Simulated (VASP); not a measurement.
# WC (P-6m2) in VASP: single point with PBE

Aim: the single point of WC with PBE.

Everything below comes from runs of VASP 6.6.1. Logs are shortened: lines on timing, memory, paths and dates and some standing lists are left out, and cuts for length are marked.

**1. The cell of the first run**

Symmetry: P-6m2, No. 187, hexagonal system. The conventional cell has a = 2.922 Å, b = 2.922 Å, c = 2.847 Å, α = 90.00°, β = 90.00°, γ = 120.00°. Within 3.0 Å of W (site symmetry -6m2) lie 6 C at 2.21 Å and 8 W at 2.85 to 2.92 Å. Within 3.0 Å of C (site symmetry -6m2) lie 6 W at 2.21 Å and 8 C at 2.85 to 2.92 Å.

**2. Single point, PBE**

INCAR reads:

```
PREC     = Accurate       # precision mode
ENCUT    = 1300           # plane-wave cutoff, eV
EDIFF    = 1E-6           # SCF threshold, eV
ISMEAR   = 0              # smearing method
SIGMA    = 0.15           # smearing width, eV
LREAL    = F              # projectors in reciprocal space
LASPH    = T              # aspherical terms in the spheres
NELM     = 120            # most SCF steps
ALGO     = Normal         # electronic algorithm
ISIF     = 2              # what is computed and relaxed
LWAVE    = F              # write WAVECAR
LCHARG   = F              # write CHGCAR
GGA      = PE             # functional
NBANDS   = 16             # bands
GGA_COMPAT= F
```

KPOINTS reads:

```
regular mesh
0
Gamma
  12 12 12
```

POSCAR reads:

```
WC
1.0
    2.9217716511      0.0000000000      0.0000000000
   -1.4608858255      2.5303284739      0.0000000000
    0.0000000000      0.0000000000      2.8470758830
W C
1 1
Direct
    0.0000000000      0.0000000000      0.0000000000
    0.6666666667      0.3333333333      0.5000000000
```

Potentials or basis: VASP PAW PBE potentials, release 64 (W_sv, C_h).

Run with:

```
> cat potpaw_PBE.64/W_sv/POTCAR potpaw_PBE.64/C_h/POTCAR > POTCAR
> mpirun -np 1 vasp_std > vasp.out
```

OUTCAR:

```text
PREC = Accurate
   ENCUT = 1300
   EDIFF = 1E-6
   ISMEAR = 0
   LREAL = F
   LASPH = T
   NELM = 120
   ISIF = 2
   GGA = PE

 ion  position               nearest neighbor table
   1  0.000  0.000  0.000-   2 2.21   2 2.21   2 2.21   2 2.21   2 2.21   2 2.21
   2  0.667  0.333  0.500-   1 2.21   1 2.21   1 2.21   1 2.21   1 2.21   1 2.21

  LATTYP: Found a hexagonal cell.
 ALAT       =     2.9217716511
 C/A-ratio  =     0.9744347687

  Lattice vectors:

 A1 = (   2.9217716511,   0.0000000000,   0.0000000000)
 A2 = (  -1.4608858255,   2.5303284739,   0.0000000000)
 A3 = (   0.0000000000,   0.0000000000,   2.8470758830)

Analysis of symmetry for initial positions (statically):
=====================================================================
 Subroutine PRICEL returns:
 Original cell was already a primitive cell.

 Routine SETGRP: Setting up the symmetry group for a
 hexagonal supercell.

 Subroutine GETGRP returns: Found 12 space group operations
 (whereof 12 operations were pure point group operations)
 out of a pool of 24 trial point group operations.

The static configuration has the point symmetry D_3h.

Analysis of symmetry for dynamics (positions and initial velocities):
=====================================================================
 Subroutine PRICEL returns:
 Original cell was already a primitive cell.

 Routine SETGRP: Setting up the symmetry group for a
 hexagonal supercell.

 Subroutine GETGRP returns: Found 12 space group operations
 (whereof 12 operations were pure point group operations)
 out of a pool of 24 trial point group operations.

The dynamic configuration has the point symmetry D_3h.

 Subroutine INISYM returns: Found 12 space group operations
 (whereof 12 operations are pure point group operations),
 and found     1 'primitive' translations

----------------------------------------------------------------------------------------

                                     Primitive cell

  volume of cell :      21.0486

  direct lattice vectors                    reciprocal lattice vectors
     2.921771651  0.000000000  0.000000000     0.342258095  0.197602803  0.000000000
    -1.460885825  2.530328474  0.000000000     0.000000000  0.395205607  0.000000000
     0.000000000  0.000000000  2.847075883     0.000000000  0.000000000  0.351237565

  length of vectors
[... 81 lines left out ...]
   NELM   =    120;   NELMIN=  2; NELMDL= -5     # of ELM steps
   EDIFF  = 0.1E-05   stopping-criterion for ELM
   LREAL  =      F    real-space projection
   EDIFFG = 0.1E-04   stopping-criterion for IOM
   NSW    =      0    number of steps for IOM
   IBRION =     -1    ionic relax: 0-MD 1-quasi-New 2-CG
   NFREE  =      0    steps in history (QN), initial steepest desc. (CG)
   ISIF   =      2    stress and relaxation
   ISYM   =      2    0-nonsym 1-usesym 2-fastsym
   POTIM  = 0.5000    time-step for ionic-motion
   TEBEG  =    0.0;   TEEND  =   0.0 temperature during run
   PSTRESS=    0.0 pullay stress
   NELECT =      18.0000    total number of electrons
   NUPDOWN=      -1.0000    fix difference up-down
   EMIN   =  10.00;   EMAX   =-10.00  energy-range for DOS
   EFERMI =   0.00;   METHOD = LEGACY
   ISMEAR =     0;   SIGMA  =   0.15  broadening in eV -4-tet -1-fermi 0-gaus
   EFERMI_NEDOS =   21; number of points for ismear=-14 and -15
   IALGO  =     38    algorithm
   IMIX   =      4    mixing-type and parameters
     AMIX     =   0.40;   BMIX     =  1.00
     AMIX_MAG =   1.60;   BMIX_MAG =  1.00
  volume/ion in A,a.u.               =      10.52        71.02
  Fermi-wavevector in a.u.,A,eV,Ry     =   1.553907  2.936458 32.852980  2.414626
  Thomas-Fermi vector in A             =   2.658070
   LORBIT       =      0    0 simple, 1 ext, 2 COOP (PROOUT), +10 PAW based schemes
   GGA     = PE    functional components
   LHFCALC =     F    Hartree Fock is set to
   AEXX    =    0.0000 exact exchange contribution
   IVDW    =     0    specifies the selected vdW correction
   LEPSILON=     F    determine dielectric tensor
   LRPA    =     F    only Hartree local field effects (RPA)
 non-spin polarized calculation
 Gauss-broadening in eV      SIGMA  =   0.15
  energy-cutoff  :     1300.00
  volume of cell :       21.05
 maximum number of plane-waves:      2284
 NGX is ok and might be reduce to    36
   NGX = 17   NGY = 17   NGZ = 17

 number of electron      18.0000000 magnetization

 Free energy of the ion-electron system (eV)
  ---------------------------------------------------
  ext. energy  EPLUGINS =         0.00000000
  ---------------------------------------------------
  free energy    TOTEN  =       -22.45893240 eV

  energy without entropy =      -22.45672829  energy(sigma->0) =      -22.45783034

 E-fermi :  11.1939     XC(G=0): -13.7552

 val. band max:       11.1760250023   @ k =   0.0833   0.0000   0.3333
 cond. band min:      11.2783504425   @ k =   0.0000   0.0000   0.0833
 fundamental gap:      0.1023254402
 Fermi energy:        11.1939188268

 k-point     1 :       0.0000    0.0000    0.0000
  band No.  band energies     occupation
      1     -62.8322      2.00000
      2     -26.8082      2.00000
      3     -26.7181      2.00000
      4     -26.7181      2.00000
      5      -3.1385      2.00000
      6       6.9736      2.00000
[... 433 lines left out ...]
      3     -26.8493      2.00000
      4     -26.7767      2.00000
      5      -0.7791      2.00000
      6       5.0194      2.00000
[... 8 lines left out ...]
     15      25.4916      0.00000
     16      27.7358      0.00000

 [... further k-points ...]

------------------------ aborting loop because EDIFF is reached ----------------------------------------

  FORCE on cell =-STRESS in cart. coord.  units (eV):
  Direction    XX          YY          ZZ          XY          YZ          ZX
  --------------------------------------------------------------------------------------
  -------------------------------------------------------------------------------------
  Total        0.1302424      0.1302424      0.1518703      0.0000000      0.0000000      0.0000000
  in kB        9.9138127      9.9138127     11.5600920      0.0000000      0.0000000      0.0000000
  external PRESSURE =      10.4625725 kB  Pullay stress =       0.0000000 kB

 VOLUME and BASIS-vectors are now :
 -----------------------------------------------------------------------------
  energy-cutoff  :     1300.00
  volume of cell :       21.05
      direct lattice vectors                 reciprocal lattice vectors
     2.921771651  0.000000000  0.000000000     0.342258095  0.197602803  0.000000000
    -1.460885825  2.530328474  0.000000000     0.000000000  0.395205607  0.000000000
     0.000000000  0.000000000  2.847075883     0.000000000  0.000000000  0.351237565

 POSITION                                       TOTAL-FORCE (eV/Angst)
 -----------------------------------------------------------------------------------
      0.00000      0.00000      0.00000        -0.000000      0.000000      0.000000
      1.46089      0.84344      1.42354         0.000000     -0.000000      0.000000
 -----------------------------------------------------------------------------------
    total drift:                               -0.000000      0.000000      0.000000

  FREE ENERGIE OF THE ION-ELECTRON SYSTEM (eV)
  ---------------------------------------------------
  free  energy   TOTEN  =       -22.4589323982 eV

  energy  without entropy=      -22.4567282863  energy(sigma->0) =      -22.45783034
```

stdout:

```text
POSCAR found type information on POSCAR W C
 POSCAR found :  2 types and       2 ions
 scaLAPACK will be used
 LDA part: xc-table for (Slater+PW92), standard interpolation
 POSCAR, INCAR and KPOINTS ok, starting setup
 FFT: planning ... GRIDC
 FFT: planning ... GRID_SOFT
 FFT: planning ... GRID
 WAVECAR not read
 entering main loop
```

It took 46 s on 1 thread of Intel Xeon 6975P-C (Granite Rapids), shared host; peak memory 0.34 GiB.

Results:

```yaml
Free_energy: -22.4589 eV
Pressure: 1.0 GPa
Band_gap_on_the_k_mesh: zero (bands 9 and 10 overlap by 1.20 eV)
```

Caveat: spin-orbit coupling is left out, which moves the levels of the heavy elements.

The gap in the log of VASP goes by the Fermi energy; the results here count the filled bands.